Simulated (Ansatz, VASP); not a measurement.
## Two plane-wave programs on TaH2Br3

```
CELL_PARAMETERS angstrom
3.22935 0.00000 0.00000
-1.61468 2.79670 0.00000
0.00000 0.00000 13.47639
ATOMIC_POSITIONS crystal
Ta 0.33333 0.66667 0.11904
H 0.33333 0.66667 0.74884
H 0.66667 0.33333 0.26206
Br 0.66667 0.33333 0.86128
Br 0.66667 0.33333 0.63625
Br 0.33333 0.66667 0.37252
```

Change from the starting cell: species swapped into the TeMo2S3 type (P3m1, No. 156).

Alike in both runs: task single point; functional PBE; k mesh 6 × 6 × 2; occupations gaussian, width 0.1 eV; no spin polarisation.

```csv
,VASP,Ansatz
version,VASP 6.6.1,Ansatz 0.2.0
potentials or method,"VASP PAW PBE potentials, release 64 (Ta_pv, H, Br), cutoff 520 eV","scalar-relativistic, plane waves, PAW"
valence electrons in the cell,34,36
```

Ansatz gave:

* gap on the k mesh at the Fermi level (eV): none
* pressure (GPa): -6.4
* traceless stress, the component that is largest in VASP (GPa): -3.08
* rms of the force components (eV/Å): 0.624

Task: What did VASP give for the same quantities?

Result: gap on the k mesh at the Fermi level (eV): none; pressure (GPa): -6.4; traceless stress, the component that is largest in VASP (GPa): -3.07; rms of the force components (eV/Å): 0.623.

Atom by atom the forces differ by 0.001 eV/Å (rms over components). A gap of «none» marks a metal or a gap that the smearing closes. VASP's potentials hold 34 valence electrons a cell and Ansatz's 36, so a difference there can come from the potentials and not from the codes.

The k mesh is coarse, so the values compare programs but aren't converged. Spin-orbit coupling is off throughout.
